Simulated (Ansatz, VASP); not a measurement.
Two plane-wave programs on As3F

```
As F
1.0
    -2.22895    2.22895    3.33079
     2.22895   -2.22895    3.33079
     2.22895    2.22895   -3.33079
As F
3 1
Cartesian
  0.0000 0.0000 3.3308
  2.2290 0.0000 1.6654
  0.0000 2.2290 1.6654
  0.0000 0.0000 0.0000
```

Alike in both runs: functional PBE; k mesh 6 × 6 × 6; occupations gaussian, width 0.1 eV; no spin polarisation.

Ansatz relaxed the structure, and its values are those at the end. VASP's run is a single point on that final structure, the one shown.

|  | VASP | Ansatz |
| --- | --- | --- |
| version | VASP 6.6.1 | Ansatz 0.2.0 |
| potentials or method | VASP PAW PBE potentials, release 64 (As, F), cutoff 520 eV | scalar-relativistic, plane waves, PAW |
| valence electrons in the cell | 22 | 52 |

|  | VASP | Ansatz | Ansatz less VASP |
| --- | --- | --- | --- |
| gap on the k mesh at the Fermi level (eV) | none | none | - |
| pressure (GPa) | -0.1 | -0.1 | +0.01 |

A gap of «none» marks a metal or a gap that the smearing closes. With one functional, cell and mesh, what is left measures potentials, basis and numerics. VASP's potentials hold 22 valence electrons a cell and Ansatz's 52, so a difference there can come from the potentials and not from the codes.
